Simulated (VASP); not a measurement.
Write the native input for VASP 6.6.1 that does the following.

```
Task                   : single point
Functional             : PBEsol
Potentials or basis    : VASP PAW PBE potentials, release 64 (C)
Cutoff                 : 520 eV
k mesh                 : 13 × 13 × 13
Occupations            : fermi-dirac, width 0.05 eV
Spin                   : no spin polarisation
Dipole correction      : no
Further INCAR settings : ALGO = Normal; EDIFF = 1e-07; NBANDS = 11
```

The structure of C lies in POSCAR:

```
C
1.0
    0.0000000000      1.8183469191      1.8183469191
    1.8183469191      0.0000000000      1.8183469191
    1.8183469191      1.8183469191      0.0000000000
C
2
Direct
    0.7500000000      0.7500000000      0.7500000000
    0.5000000000      0.5000000000      0.5000000000
```

One way to write it, as run:

INCAR

```
SYSTEM = C
ALGO = Normal
EDIFF = 1E-7
ENCUT = 520
GGA = PS
ISIF = 2
ISMEAR = -1
LASPH = .TRUE.
LCHARG = .FALSE.
LREAL = .FALSE.
LWAVE = .FALSE.
NBANDS = 11
NELM = 60
PREC = Accurate
SIGMA = 0.05
```

KPOINTS

```
k-points
0
G
  13 13 13
  0 0 0
```

Potentials or basis: VASP PAW PBE potentials, release 64 (C).

Command:

```sh
$ cat potpaw_PBE.64/C/POTCAR > POTCAR
$ mpirun -np 1 vasp_std > vasp.out
```

Results of the run:

The pressure is -26.6 GPa and the band gap on the k mesh is 3.89 eV, indirect (least direct gap 5.38 eV).

Caveat: the PAW data sets were made with another functional, which shifts forces and pressure a little.

Run time: 10 s on 1 thread of AMD EPYC 7R43 64-Core Processor (Zen 3), with other jobs on the host, peak memory 0.08 GiB.
